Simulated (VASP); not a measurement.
Set up this calculation in VASP 6.6.1, as the native input.

```yaml
Task: single point
Functional: LDA
Potentials_or_basis: VASP PAW LDA potentials, release 64 (Mg, N, Cl)
Cutoff: 520 eV
k_mesh: 8 × 8 × 8
Occupations: fermi-dirac, width 0.02 eV
Spin: no spin polarisation
Dipole_correction: no
Further_INCAR_settings: ALGO = Normal; EDIFF = 1e-07; NBANDS = 16
```

The structure of Mg2NCl lies in POSCAR:

```
Mg2NCl
1.0
    1.6239202965      0.9375708203      5.8472069976
   -1.6239202965      0.9375708203      5.8472069976
    0.0000000000     -1.8751416406      5.8472069976
Mg N Cl
2 1 1
Direct
    0.2233139865      0.2233139865      0.2233139865
    0.7766860135      0.7766860135      0.7766860135
    0.5000000000      0.5000000000      0.5000000000
    0.0000000000      0.0000000000      0.0000000000
```

The input as run:

INCAR

```
SYSTEM = Mg2NCl
PREC     = Accurate       ! precision mode
ENCUT    = 520            ! plane-wave cutoff, eV
EDIFF    = 1E-7           ! SCF threshold, eV
ISMEAR   = -1             ! smearing method
SIGMA    = 0.02           ! smearing width, eV
LREAL    = .False.        ! projectors in reciprocal space
LASPH    = .True.         ! aspherical terms in the spheres
NELM     = 80             ! most SCF steps
ALGO     = Normal         ! electronic algorithm
ISIF     = 2              ! what is computed and relaxed
LWAVE    = .False.        ! write WAVECAR
LCHARG   = .False.        ! write CHGCAR
GGA      = CA             ! functional
NBANDS   = 16             ! bands
```

KPOINTS

```
regular mesh
0
Gamma
  8 8 8
  0 0 0
```

Potentials or basis: VASP PAW LDA potentials, release 64 (Mg, N, Cl).

Run with:

```console
$ cat potpaw_LDA.64/Mg/POTCAR potpaw_LDA.64/N/POTCAR potpaw_LDA.64/Cl/POTCAR > POTCAR
$ mpirun -np 1 vasp_std > vasp.out
```

It gave:

```
Pressure               : -0.7 GPa
Largest force          : 0.041 eV/Å
Band gap on the k mesh : 2.60 eV
```

Wall time 2.6 min on 1 thread of Intel(R) Xeon(R) Platinum 8488C (Sapphire Rapids) (shared host), peak memory 0.29 GiB.
